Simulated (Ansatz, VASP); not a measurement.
TaN: VASP beside Ansatz

```
CELL_PARAMETERS angstrom
3.09014 0.00000 0.00000
-1.54507 2.67614 0.00000
0.00000 0.00000 5.00501
ATOMIC_POSITIONS crystal
Ta 0.33333 0.66667 0.00000
Ta 0.66667 0.33333 0.50000
N 0.33333 0.66667 0.38500
N 0.66667 0.33333 0.88500
```

Change from the starting cell: volume scaled by 1.04.

Alike in both runs: task single point; functional PBEsol; k mesh 9 × 9 × 5; occupations fermi-dirac, width 0.01 eV; no spin polarisation.

|  | VASP | Ansatz |
| --- | --- | --- |
| version | VASP 6.6.1 | Ansatz 0.2.0 |
| potentials or method | VASP PAW PBE potentials, release 64 (Ta_pv, N), cutoff 520 eV | all-electron LAPW, scalar-relativistic |

|  | VASP | Ansatz | Ansatz less VASP |
| --- | --- | --- | --- |
| pressure (GPa) | 102.8 | 98.1 | -4.70 |
| traceless stress, the component that is largest in VASP (GPa) | -14.04 | -13.46 | +0.584 |
| rms of the force components (eV/Å) | 1.274 | 1.246 | -0.0287 |

VASP's potentials were made for PBE, not for PBEsol. Atom by atom the forces differ by 0.029 eV/Å (rms over components). Both programs put the cell under a high pressure, so it lies far from rest at this level. Ansatz ran all-electron here, and VASP with PAW potentials.

Spin-orbit coupling is off throughout. Noted on VASP's run: the cell as given lies far from equilibrium.
